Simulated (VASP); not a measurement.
# WC (Fm-3m) in VASP: single point with r2SCAN

Aim: the single point of WC with r2SCAN.

Everything below comes from runs of VASP 6.6.1. Logs are shortened: lines on timing, memory, paths and dates and some standing lists are left out, and cuts for length are marked.

## Step 1: The cell of the first run

It takes space group Fm-3m (No. 225, cubic). Conventional cell: a = 4.385 Å, b = 4.385 Å, c = 4.385 Å, α = 90.00°, β = 90.00°, γ = 90.00°. Within 2.9 Å of W (site symmetry m-3m) lie 6 C at 2.19 Å. Within 2.9 Å of C (site symmetry m-3m) lie 6 W at 2.19 Å.

## Step 2: Single point, r2SCAN

POSCAR reads:

```
WC
1.0
    0.0000000000      2.1926800000      2.1926800000
    2.1926800000      0.0000000000      2.1926800000
    2.1926800000      2.1926800000      0.0000000000
W C
1 1
Direct
    0.0000000000      0.0000000000      0.0000000000
    0.5000000000      0.5000000000      0.5000000000
```

INCAR.step1 reads:

```
  PREC = Accurate
  ENCUT = 910
  ISMEAR = 0
  SIGMA = 0.2
  LREAL = F
  LASPH = T
  NELM = 120
  NBANDS = 16
  GGA = PE
  ALGO = Normal
  EDIFF = 1E-5
  LWAVE = T
  LCHARG = F
  GGA_COMPAT = F
```

INCAR.step2 reads:

```
  PREC = Accurate
  ENCUT = 910
  EDIFF = 1E-6
  ISMEAR = 0
  SIGMA = 0.2
  LREAL = F
  LASPH = T
  NELM = 120
  ALGO = Normal
  ISIF = 2
  LWAVE = F
  LCHARG = T
  METAGGA = R2SCAN
  LMIXTAU = T
  LELF = T
  LVHAR = T
  NBANDS = 16
  ISTART = 1
  GGA_COMPAT = F
```

KPOINTS reads:

```
Automatic mesh
0
Gamma
  13 13 13
```

Potentials or basis: VASP PAW PBE potentials, release 64 (W_sv, C_h).

On the command line:

```
cat potpaw_PBE.64/W_sv/POTCAR potpaw_PBE.64/C_h/POTCAR > POTCAR
cp INCAR.step1 INCAR
mpirun -np 1 vasp_std > vasp.out
cp INCAR.step2 INCAR
mpirun -np 1 vasp_std > vasp.out
```

OUTCAR:

```text
PREC = Accurate
   ENCUT = 910
   EDIFF = 1E-6
   ISMEAR = 0
   LREAL = F
   LASPH = T
   NELM = 120
   ISIF = 2
   METAGGA = R2SCAN
   ISTART = 1

 ion  position               nearest neighbor table
   1  0.000  0.000  0.000-   2 2.19   2 2.19   2 2.19   2 2.19   2 2.19   2 2.19
   2  0.500  0.500  0.500-   1 2.19   1 2.19   1 2.19   1 2.19   1 2.19   1 2.19

  LATTYP: Found a face centered cubic cell.
 ALAT       =     4.3853600000

  Lattice vectors:

 A1 = (   0.0000000000,   2.1926800000,   2.1926800000)
 A2 = (   2.1926800000,   0.0000000000,   2.1926800000)
 A3 = (   2.1926800000,   2.1926800000,   0.0000000000)

Analysis of symmetry for initial positions (statically):
=====================================================================
 Subroutine PRICEL returns:
 Original cell was already a primitive cell.

 Routine SETGRP: Setting up the symmetry group for a
 face centered cubic supercell.

 Subroutine GETGRP returns: Found 48 space group operations
 (whereof 48 operations were pure point group operations)
 out of a pool of 48 trial point group operations.

The static configuration has the point symmetry O_h .

Analysis of symmetry for dynamics (positions and initial velocities):
=====================================================================
 Subroutine PRICEL returns:
 Original cell was already a primitive cell.

 Routine SETGRP: Setting up the symmetry group for a
 face centered cubic supercell.

 Subroutine GETGRP returns: Found 48 space group operations
 (whereof 48 operations were pure point group operations)
 out of a pool of 48 trial point group operations.

The dynamic configuration has the point symmetry O_h .

 Subroutine INISYM returns: Found 48 space group operations
 (whereof 48 operations are pure point group operations),
 and found     1 'primitive' translations

----------------------------------------------------------------------------------------

                                     Primitive cell

  volume of cell :      21.0841

  direct lattice vectors                    reciprocal lattice vectors
     0.000000000  2.192680000  2.192680000    -0.228031450  0.228031450  0.228031450
     2.192680000  0.000000000  2.192680000     0.228031450 -0.228031450  0.228031450
     2.192680000  2.192680000  0.000000000     0.228031450  0.228031450 -0.228031450

  length of vectors
     3.100917794  3.100917794  3.100917794     0.394962057  0.394962057  0.394962057

  position of ions in fractional coordinates (direct lattice)
     0.000000000  0.000000000  0.000000000
     0.500000000  0.500000000  0.500000000

  ion indices of the primitive-cell ions
   primitive index   ion index
                 1           1
                 2           2

----------------------------------------------------------------------------------------

 KPOINTS: Automatic mesh

Automatic generation of k-mesh.
 Grid dimensions read from file:
 generate k-points for:   13   13   13

 Generating k-lattice:

  Cartesian coordinates                     Fractional coordinates (reciprocal lattice)
    -0.017540881  0.017540881  0.017540881     0.076923077  0.000000000  0.000000000
     0.017540881 -0.017540881  0.017540881     0.000000000  0.076923077  0.000000000
     0.017540881  0.017540881 -0.017540881     0.000000000  0.000000000  0.076923077

  Length of vectors
     0.030381697  0.030381697  0.030381697

  Shift w.r.t. Gamma in fractional coordinates (k-lattice)
     0.000000000  0.000000000  0.000000000

 Subroutine IBZKPT returns following result:
 ===========================================

 Found     84 irreducible k-points:

 Following reciprocal coordinates:
            Coordinates               Weight
  0.000000  0.000000  0.000000      1.000000
  0.076923  0.000000  0.000000      8.000000
  0.153846  0.000000  0.000000      8.000000
  0.230769  0.000000  0.000000      8.000000
  0.307692  0.000000  0.000000      8.000000
  0.384615  0.000000  0.000000      8.000000
[... 16 lines left out ...]
  0.384615  0.153846  0.000000     24.000000
  0.461538  0.153846  0.000000     24.000000
 [... further k-points ...]
   k-points           NKPTS =     84   k-points in BZ     NKDIM =     84   number of bands    NBANDS=     16
   number of dos      NEDOS =    301   number of ions     NIONS =      2
   total plane-waves  NPLWV =  32768
   dimension x,y,z NGX =    32 NGY =   32 NGZ =   32
   dimension x,y,z NGXF=    64 NGYF=   64 NGZF=   64
   ions per type =               1   1
   NGX,Y,Z   is equivalent  to a cutoff of  17.16, 17.16, 17.16 a.u.
   NGXF,Y,Z  is equivalent  to a cutoff of  34.31, 34.31, 34.31 a.u.
 SYSTEM =  unknown system
   PREC   = accura    normal or accurate (medium, high low for compatibility)
   ISTART =      1    job   : 0-new  1-cont  2-samecut
   ICHARG =      0    charge: 1-file 2-atom 10-const
   ISPIN  =      1    spin polarized calculation?
   LNONCOLLINEAR =      F non collinear calculations
   LSORBIT =      F    spin-orbit coupling
   LASPH  =      T    aspherical Exc in radial PAW
   ENCUT  =  910.0 eV  66.88 Ry    8.18 a.u.   7.63  7.63  7.63*2*pi/ulx,y,z
   NELM   =    120;   NELMIN=  2; NELMDL=  0     # of ELM steps
   EDIFF  = 0.1E-05   stopping-criterion for ELM
   LREAL  =      F    real-space projection
   EDIFFG = 0.1E-04   stopping-criterion for IOM
   NSW    =      0    number of steps for IOM
   IBRION =     -1    ionic relax: 0-MD 1-quasi-New 2-CG
   NFREE  =      0    steps in history (QN), initial steepest desc. (CG)
   ISIF   =      2    stress and relaxation
   ISYM   =      2    0-nonsym 1-usesym 2-fastsym
   POTIM  = 0.5000    time-step for ionic-motion
   TEBEG  =    0.0;   TEEND  =   0.0 temperature during run
   PSTRESS=    0.0 pullay stress
   NELECT =      18.0000    total number of electrons
   NUPDOWN=      -1.0000    fix difference up-down
   EMIN   =  10.00;   EMAX   =-10.00  energy-range for DOS
   EFERMI =   0.00;   METHOD = LEGACY
   ISMEAR =     0;   SIGMA  =   0.20  broadening in eV -4-tet -1-fermi 0-gaus
   EFERMI_NEDOS =   21; number of points for ismear=-14 and -15
   IALGO  =     38    algorithm
   IMIX   =      4    mixing-type and parameters
     AMIX     =   0.40;   BMIX     =  1.00
     AMIX_MAG =   1.60;   BMIX_MAG =  1.00
  volume/ion in A,a.u.               =      10.54        71.14
  Fermi-wavevector in a.u.,A,eV,Ry     =   1.553032  2.934805 32.816007  2.411908
  Thomas-Fermi vector in A             =   2.657321
   LORBIT       =      0    0 simple, 1 ext, 2 COOP (PROOUT), +10 PAW based schemes
   METAGGA = R2SCAN    functional components
   LHFCALC =     F    Hartree Fock is set to
   AEXX    =    0.0000 exact exchange contribution
   IVDW    =     0    specifies the selected vdW correction
   LEPSILON=     F    determine dielectric tensor
   LRPA    =     F    only Hartree local field effects (RPA)
 non-spin polarized calculation
 Gauss-broadening in eV      SIGMA  =   0.20
  energy-cutoff  :      910.00
  volume of cell :       21.08
 maximum number of plane-waves:      1363
   NGX = 15   NGY = 15   NGZ = 15

 number of electron      18.0000000 magnetization

 Free energy of the ion-electron system (eV)
  ---------------------------------------------------
  ext. energy  EPLUGINS =         0.00000000
  ---------------------------------------------------
  free energy    TOTEN  =       -60.64413278 eV

  energy without entropy =      -60.62553648  energy(sigma->0) =      -60.63483463

 E-fermi :  12.7481     XC(G=0): -14.8538

 val. band max:       12.6951554472   @ k =   0.2308   0.0000   0.0000
 cond. band min:      12.8182521452   @ k =   0.3077   0.2308   0.0769
 fundamental gap:      0.1230966981
 Fermi energy:        12.7481154802

 k-point     1 :       0.0000    0.0000    0.0000
  band No.  band energies     occupation
      1     -64.7302      2.00000
      2     -28.0651      2.00000
      3     -28.0651      2.00000
      4     -28.0651      2.00000
      5      -3.9769      2.00000
      6       9.8895      2.00000
[... 8 lines left out ...]
     15      23.3340      0.00000
     16      36.5479      0.00000

 k-point     2 :       0.0769    0.0000    0.0000
  band No.  band energies     occupation
      1     -64.7278      2.00000
      2     -28.1025      2.00000
      3     -28.0691      2.00000
      4     -28.0691      2.00000
      5      -3.8057      2.00000
      6       9.2558      2.00000
[... 8 lines left out ...]
     15      23.7231      0.00000
     16      34.8989      0.00000

 k-point     3 :       0.1538    0.0000    0.0000
  band No.  band energies     occupation
      1     -64.7212      2.00000
      2     -28.2047      2.00000
      3     -28.0798      2.00000
      4     -28.0798      2.00000
      5      -3.3101      2.00000
      6       7.9923      2.00000
[... 8 lines left out ...]
     15      24.7102      0.00000
     16      32.4155      0.00000

 k-point     4 :       0.2308    0.0000    0.0000
  band No.  band energies     occupation
      1     -64.7119      2.00000
      2     -28.3462      2.00000
      3     -28.0950      2.00000
      4     -28.0950      2.00000
      5      -2.5401      2.00000
      6       6.5717      2.00000
[... 8 lines left out ...]
     15      25.6266      0.00000
     16      31.0509      0.00000

 k-point     5 :       0.3077    0.0000    0.0000
  band No.  band energies     occupation
      1     -64.7021      2.00000
      2     -28.4930      2.00000
      3     -28.1110      2.00000
      4     -28.1110      2.00000
      5      -1.5703      2.00000
      6       5.1565      2.00000
[... 8 lines left out ...]
     15      26.1356      0.00000
     16      28.6317      0.00000

 k-point     6 :       0.3846    0.0000    0.0000
  band No.  band energies     occupation
      1     -64.6939      2.00000
      2     -28.6123      2.00000
      3     -28.1242      2.00000
      4     -28.1242      2.00000
      5      -0.4980      2.00000
      6       3.8287      2.00000
[... 8 lines left out ...]
     15      26.5586      0.00000
     16      26.5586      0.00000

 k-point     7 :       0.4615    0.0000    0.0000
  band No.  band energies     occupation
      1     -64.6893      2.00000
      2     -28.6787      2.00000
      3     -28.1317      2.00000
      4     -28.1317      2.00000
      5       0.4691      2.00000
      6       2.7506      2.00000
[... 8 lines left out ...]
     15      25.2327      0.00000
     16      25.2327      0.00000

 k-point     8 :       0.0769    0.0769    0.0000
  band No.  band energies     occupation
      1     -64.7270      2.00000
      2     -28.0998      2.00000
      3     -28.0779      2.00000
      4     -28.0779      2.00000
      5      -3.7515      2.00000
      6       9.1611      2.00000
[... 8 lines left out ...]
     15      23.8553      0.00000
     16      34.7477      0.00000

 k-point     9 :       0.1538    0.0769    0.0000
  band No.  band energies     occupation
      1     -64.7218      2.00000
      2     -28.1758      2.00000
      3     -28.0930      2.00000
      4     -28.0842      2.00000
      5      -3.3734      2.00000
      6       7.8947      2.00000
[... 8 lines left out ...]
     15      24.6632      0.00000
     16      32.5785      0.00000
[... 172 lines left out ...]
 k-point    19 :      -0.0769    0.0769    0.0000
  band No.  band energies     occupation
      1     -64.7240      2.00000
      2     -28.1523      2.00000
      3     -28.0910      2.00000
      4     -28.0686      2.00000
      5      -3.5292      2.00000
      6       8.6231      2.00000
[... 8 lines left out ...]
     15      24.3200      0.00000
     16      32.9161      0.00000

 k-point    20 :       0.1538    0.1538    0.0000
  band No.  band energies     occupation
      1     -64.7182      2.00000
      2     -28.1938      2.00000
      3     -28.1131      2.00000
      4     -28.1131      2.00000
      5      -3.1394      2.00000
      6       7.0418      2.00000
[... 8 lines left out ...]
     15      25.2648      0.00000
     16      32.2214      0.00000

 k-point    21 :       0.2308    0.1538    0.0000
  band No.  band energies     occupation
      1     -64.7112      2.00000
      2     -28.2847      2.00000
      3     -28.1354      2.00000
      4     -28.1286      2.00000
      5      -2.6416      2.00000
      6       6.1477      2.00000
[... 8 lines left out ...]
     15      26.2111      0.00000
     16      29.8548      0.00000

 k-point    22 :       0.3077    0.1538    0.0000
  band No.  band energies     occupation
      1     -64.7025      2.00000
      2     -28.4063      2.00000
      3     -28.1548      2.00000
      4     -28.1471      2.00000
      5      -1.9452      2.00000
      6       5.3278      2.00000
[... 8 lines left out ...]
     15      26.3022      0.00000
     16      28.3633      0.00000

 k-point    23 :       0.3846    0.1538    0.0000
  band No.  band energies     occupation
      1     -64.6939      2.00000
      2     -28.5219      2.00000
      3     -28.1729      2.00000
      4     -28.1669      2.00000
      5      -1.1435      2.00000
      6       4.5454      2.00000
[... 8 lines left out ...]
     15      25.5953      0.00000
     16      27.7297      0.00000

 k-point    24 :       0.4615    0.1538    0.0000
  band No.  band energies     occupation
      1     -64.6875      2.00000
      2     -28.6051      2.00000
      3     -28.2007      2.00000
      4     -28.1690      2.00000
      5      -0.3691      2.00000
      6       3.7944      2.00000
[... 8 lines left out ...]
     15      25.1226      0.00000
     16      26.8638      0.00000

 [... further k-points ...]
[... 5 lines left out ...]
  --------------------------------------------------------------------------------------
  -------------------------------------------------------------------------------------
  Total       -0.4951049     -0.4951049     -0.4951049      0.0000000     -0.0000000      0.0000000
  in kB      -37.6228843    -37.6228843    -37.6228843      0.0000000     -0.0000000      0.0000000
  external PRESSURE =     -37.6228843 kB  Pullay stress =       0.0000000 kB

 VOLUME and BASIS-vectors are now :
 -----------------------------------------------------------------------------
  energy-cutoff  :      910.00
  volume of cell :       21.08
      direct lattice vectors                 reciprocal lattice vectors
     0.000000000  2.192680000  2.192680000    -0.228031450  0.228031450  0.228031450
     2.192680000  0.000000000  2.192680000     0.228031450 -0.228031450  0.228031450
     2.192680000  2.192680000  0.000000000     0.228031450  0.228031450 -0.228031450

 POSITION                                       TOTAL-FORCE (eV/Angst)
 -----------------------------------------------------------------------------------
      0.00000      0.00000      0.00000         0.000000      0.000000      0.000000
      2.19268      2.19268      2.19268        -0.000000     -0.000000     -0.000000
 -----------------------------------------------------------------------------------
    total drift:                                0.000000     -0.000000     -0.000000

  FREE ENERGIE OF THE ION-ELECTRON SYSTEM (eV)
  ---------------------------------------------------
  free  energy   TOTEN  =       -60.6441327804 eV

  energy  without entropy=      -60.6255364845  energy(sigma->0) =      -60.63483463
```

Wall time 2.4 min (1 thread of Intel Xeon Platinum 8259CL at 2.50GHz (Skylake/Cascade Lake), shared host); peak memory 0.24 GiB.

What came out:

```
Free energy            : -60.6441 eV
Pressure               : -3.8 GPa
Band gap on the k mesh : zero (bands 9 and 10 overlap by 3.21 eV)
```

Levels at points of the mesh, in eV from the Fermi level:
```
           k point  band 5  band 6  band 7  band 8  band 9  band 10  band 11  band 12  band 13  band 14
(0.00, 0.00, 0.00)  -16.73   -2.86   -2.86   -2.86   -1.18    -1.18    -1.18    -1.04    -1.04     7.01
```

Caveat: the cutoff is under 1.25 times the usual one of these potentials, so pressure, stress and relaxed cells hold a basis-set (Pulay) error; the cell stands under tension; the PAW data sets were made with another functional, which shifts forces and pressure a little; spin-orbit coupling is left out, which moves the levels of the heavy elements.
